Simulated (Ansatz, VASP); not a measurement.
# CdS in VASP and in Ansatz

```
Cd S
1.0
     4.12464    0.00000    0.00000
    -2.06232    3.57204    0.00000
     0.00000    0.00000    6.70971
Cd S
2 2
Direct
  0.66667 0.33333 0.50020
  0.33333 0.66667 0.00020
  0.66667 0.33333 0.87680
  0.33333 0.66667 0.37680
```

Alike in both runs: functional PBEsol; k mesh 9 × 9 × 4; occupations gaussian, width 0.02 eV; no spin polarisation.

Ansatz relaxed the structure, and its values are those at the end. VASP's run is a single point on that final structure, the one shown.

```csv
,VASP,Ansatz
version,VASP 6.6.1,Ansatz 0.2.0
potentials or method,"VASP PAW PBE potentials, release 64 (Cd, S), cutoff 520 eV","scalar-relativistic, plane waves, PAW"
valence electrons in the cell,36,52
```

```csv
,VASP,Ansatz,Ansatz less VASP
gap on the k mesh at the Fermi level (eV),1.10,1.09,-0.005
least direct gap on the mesh (eV),1.10,1.09,-0.005
pressure (GPa),0.4,0.0,-0.38
```

VASP's potentials were made for PBE, not for PBEsol, and Ansatz warns of the same on its side. VASP's potentials hold 36 valence electrons a cell and Ansatz's 52, so a difference there can come from the potentials and not from the codes.
